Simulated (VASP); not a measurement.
Input of a VASP 6.6.1 run:

The input INCAR:

```
ALGO = Normal ; EDIFF = 1E-7
ENCUT = 520 ; GGA = PS
ISIF = 2 ; ISMEAR = 0
LASPH = T ; LCHARG = T
LELF = T ; LREAL = F
LVHAR = T ; LWAVE = F
NBANDS = 15 ; NELM = 100
PREC = Accurate ; SIGMA = 0.05
```

File KPOINTS:

```
k-points
0
Gamma
  10 10 10
```

File POSCAR:

```
ScH3
1.0
    0.0000000000      2.4707088176      2.4707088176
    2.4707088176      0.0000000000      2.4707088176
    2.4707088176      2.4707088176      0.0000000000
Sc H
1 3
Direct
    0.0000000000      0.0000000000      0.0000000000
    0.5000000000      0.5000000000      0.5000000000
    0.2500000000      0.2500000000      0.2500000000
    0.7500000000      0.7500000000      0.7500000000
```

Potentials or basis: VASP PAW PBE potentials, release 64 (Sc_sv, H).

Command:

```bash
$ cat potpaw_PBE.64/Sc_sv/POTCAR potpaw_PBE.64/H/POTCAR > POTCAR
$ mpirun -np 1 vasp_std > vasp.out
```

**Question.** Predict the band gap on the k mesh.

**Answer.** Zero (band 7 reaches 4.78 eV, above the bottom of band 8 at 4.50 eV).

**Question.** Estimate the pressure.

**Answer.** -13.2 GPa.

Caveat: the PAW data sets were made with another functional, which shifts forces and pressure a little.
